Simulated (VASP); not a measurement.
A run of VASP 6.6.1 is set up as follows.

File INCAR:

```
  PREC = Accurate
  ENCUT = 520
  EDIFF = 1E-7
  ISMEAR = 0
  SIGMA = 0.15
  LREAL = False
  LASPH = True
  NELM = 150
  ALGO = Fast
  ISIF = 2
  LWAVE = False
  LCHARG = True
  ISPIN = 2
  MAGMOM = 1.79 1.79
  LORBIT = 11
  LMAXMIX = 4
  GGA = PS
  LELF = True
  LVHAR = True
  NBANDS = 20
```

Contents of KPOINTS:

```
regular mesh
0
Gamma
  21 21 12
```

The input POSCAR:

```
Co
1.0
    2.3327000000      0.0000000000      0.0000000000
   -1.1663500000      2.0201774594      0.0000000000
    0.0000000000      0.0000000000      4.0996000000
Co
2
Direct
    0.3333333333      0.6666666667      0.2500000000
    0.6666666667      0.3333333333      0.7500000000
```

Potentials or basis: VASP PAW PBE potentials, release 64 (Co).

Run with:

```sh
$ cat potpaw_PBE.64/Co/POTCAR > POTCAR
$ mpirun -np 1 vasp_std > vasp.out
```

Q: Predict the pressure.

A: 22.2 GPa.

Q: Estimate the net moment.

A: 3.09 μB per cell.

Q: Predict the site moments.

A: Co +1.53 μB.

Stress tensor (GPa, compression positive):
```
34.17  0.00  0.00
 0.00 34.17  0.00
 0.00  0.00 -1.89
```

Caveat: the stress differs along the axes, from -2 to 34 GPa; the PAW data sets were made with another functional, which shifts forces and pressure a little.
